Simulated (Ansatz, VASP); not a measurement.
**TiSi2 in VASP and in Ansatz**

File INCAR:

```
SYSTEM = TiSi2
PREC = Accurate ; ENCUT = 520
EDIFF = 1E-7 ; ISMEAR = 0
SIGMA = 0.15 ; LREAL = .False.
LASPH = .True. ; NELM = 80
ALGO = Normal ; ISIF = 2
LWAVE = .False. ; LCHARG = .False.
GGA = PE ; NBANDS = 29
```

File KPOINTS:

```
regular mesh
0
Gamma
  12 12 12
  0 0 0
```

Contents of POSCAR:

```
TiSi2
1.0
    1.7836278159     -7.2416541018      0.0000000000
    1.7836278159      7.2416541018      0.0000000000
    0.0000000000      0.0000000000      3.5991409010
Ti Si
2 4
Direct
    0.8968075259      0.1031924741      0.7500000000
    0.1031924741      0.8968075259      0.2500000000
    0.5591373592      0.4408626408      0.7500000000
    0.4408626408      0.5591373592      0.2500000000
    0.2498287182      0.7501712818      0.7500000000
    0.7501712818      0.2498287182      0.2500000000
```

Input for Ansatz:

```yaml
crystal:
  lattice:
    - [1.7836278159, -7.2416541018, 0.0]
    - [1.7836278159, 7.2416541018, 0.0]
    - [0.0, 0.0, 3.599140901]
  atoms:
    - { symbol: Ti, position: [0.8968075259, 0.1031924741, 0.75] }
    - { symbol: Ti, position: [0.1031924741, 0.8968075259, 0.25] }
    - { symbol: Si, position: [0.5591373592, 0.4408626408, 0.75] }
    - { symbol: Si, position: [0.4408626408, 0.5591373592, 0.25] }
    - { symbol: Si, position: [0.2498287182, 0.7501712818, 0.75] }
    - { symbol: Si, position: [0.7501712818, 0.2498287182, 0.25] }
basis:
  ecutwfc: 520.0
kpoints:
  mp_grid: { grid: [12, 12, 12] }
hamiltonian:
  xc: pbe
  pseudopotentials: { kind: paw, azcp: { folder: soft_1 } }
scf:
  occupations: { method: gaussian, width: 0.15 }
output:
  forces: true
  stress: true
  eigenvalues: true
  write_density: true
  write_potential: true
  elf: true
  volumetric_format: npy
```

Change from the starting cell: volume 15.496 Å^3 an atom, stretch along b over the lengths across it, relative to the relaxed cell 1.0620.

Alike in both runs: task single point; functional PBE; k mesh 12 × 12 × 12; occupations gaussian, width 0.15 eV; no spin polarisation.

|  | VASP | Ansatz |
| --- | --- | --- |
| version | VASP 6.6.1 | Ansatz 0.2.0 |
| potentials or method | VASP PAW PBE potentials, release 64 (Ti_sv, Si), cutoff 520 eV | scalar-relativistic, plane waves, PAW |
| valence electrons in the cell | 40 | 40 |

|  | VASP | Ansatz | Ansatz less VASP |
| --- | --- | --- | --- |
| gap on the k mesh at the Fermi level (eV) | none | none | - |
| pressure (GPa) | -7.7 | -7.7 | -0.01 |
| traceless stress, the component that is largest in VASP (GPa) | -5.22 | -5.21 | +0.011 |
| rms of the force components (eV/Å) | 0.224 | 0.222 | -0.0016 |

Atom by atom the forces differ by 0.003 eV/Å (rms over components). A gap of «none» marks a metal or a gap that the smearing closes.
